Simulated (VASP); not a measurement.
Input of a VASP 6.6.1 run:

INCAR

```
PREC = Accurate ; ENCUT = 520
EDIFF = 1E-6 ; ISMEAR = -1
SIGMA = 0.05 ; LREAL = F
LASPH = T ; NELM = 60
ALGO = Normal ; ISIF = 2
LWAVE = F ; LCHARG = T
GGA = CA ; LELF = T
LVHAR = T ; NBANDS = 16
```

KPOINTS

```
regular mesh
0
Gamma
  8 8 8
```

Contents of POSCAR:

```
InP
1.0
    0.0000000000      2.7314127370      2.7314127370
    2.7314127370      0.0000000000      2.7314127370
    2.7314127370      2.7314127370      0.0000000000
In P
1 1
Direct
    0.0000000000      0.0000000000      0.0000000000
    0.5000000000      0.5000000000      0.5000000000
```

Potentials or basis: VASP PAW LDA potentials, release 64 (In_d, P).

Command:

```sh
$ cat potpaw_LDA.64/In_d/POTCAR potpaw_LDA.64/P/POTCAR > POTCAR
$ mpirun -np 1 vasp_std > vasp.out
```

Question: Predict the pressure.

Answer: -2.2 GPa.

Question: Estimate the band gap on the k mesh.

Answer: Zero (band 9 reaches 7.70 eV, above the bottom of band 10 at 4.89 eV).

Caveat: spin-orbit coupling is left out, which moves the levels of the heavy elements.
